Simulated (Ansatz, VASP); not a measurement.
## Two plane-wave programs on Ga2O3

```xyz
10
Lattice="6.1278 -1.5195 0.0025 6.1278 1.5195 0.0025 -1.3884 0.0000 5.6400" Properties=species:S:1:pos:R:3 pbc="T T T"
Ga    0.0059    0.0000    4.4830
Ga   10.8614    0.0000    1.1620
Ga    7.6365    0.0000    1.7770
Ga    3.2308    0.0000    3.8681
O     1.8610    0.0000    0.6165
O     9.0063    0.0000    5.0286
O     1.3420    0.0000    3.1791
O     9.5253    0.0000    2.4659
O     5.7266    0.0000    1.4477
O     5.1407    0.0000    4.1974
```

Alike in both runs: task single point; functional r2SCAN; k mesh 8 × 8 × 4; occupations gaussian, width 0.02 eV; no spin polarisation.

```csv
,VASP,Ansatz
version,VASP 6.6.1,Ansatz 0.2.0
potentials or method,"VASP PAW PBE potentials, release 64 (Ga_d, O), cutoff 520 eV","scalar-relativistic, plane waves, PAW"
valence electrons in the cell,88,88
```

|  | VASP | Ansatz | Ansatz less VASP |
| --- | --- | --- | --- |
| gap on the k mesh at the Fermi level (eV) | 3.01 | 3.03 | +0.020 |
| least direct gap on the mesh (eV) | 3.04 | 3.05 | +0.017 |

VASP's potentials were made for PBE, not for r2SCAN.
